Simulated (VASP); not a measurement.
Write the native input for VASP 6.6.1 that does the following.

```yaml
Task: single point
Functional: LDA
Potentials_or_basis: VASP PAW LDA potentials, release 64 (Tl_d)
Cutoff: 520 eV
k_mesh: 10 × 10 × 10
Occupations: fermi-dirac, width 0.1 eV
Spin: no spin polarisation
Dipole_correction: no
Further_INCAR_settings: ALGO = Normal; EDIFF = 1e-07; NBANDS = 20
```

The structure of Tl lies in POSCAR:

```
Tl
1.0
    0.0000000000      2.8134813065      2.8134813065
    2.8134813065      0.0000000000      2.8134813065
    2.8134813065      2.8134813065      0.0000000000
Tl
2
Direct
   -0.1250000000     -0.1250000000     -0.1250000000
    0.1250000000      0.1250000000      0.1250000000
```

This isn't the form of Tl at room conditions, which is hcp.

These files were run (other wordings do the same):

INCAR

```
SYSTEM = Tl
  PREC = Accurate
  ENCUT = 520
  EDIFF = 1E-7
  ISMEAR = -1
  SIGMA = 0.1
  LREAL = .False.
  LASPH = .True.
  NELM = 100
  ALGO = Normal
  ISIF = 2
  LWAVE = .False.
  LCHARG = .False.
  NBANDS = 20
```

KPOINTS

```
regular mesh
0
Gamma
  10 10 10
  0 0 0
```

Potentials or basis: VASP PAW LDA potentials, release 64 (Tl_d).

The run is started by

```sh
$ cat potpaw_LDA.64/Tl_d/POTCAR > POTCAR
$ mpirun -np 1 vasp_std > vasp.out
```

Results of the run:

| Quantity | Value |
| --- | --- |
| Pressure | 58.4 GPa |
| Band gap on the k mesh | zero (bands 13 and 14 overlap by 7.38 eV) |

Caveat: the cell stands under pressure; spin-orbit coupling is left out, which moves the levels of the heavy elements.

Wall time 52 s on 1 thread of Oxide Virtual Turin-like Processor, on a shared host, peak memory 0.13 GiB.
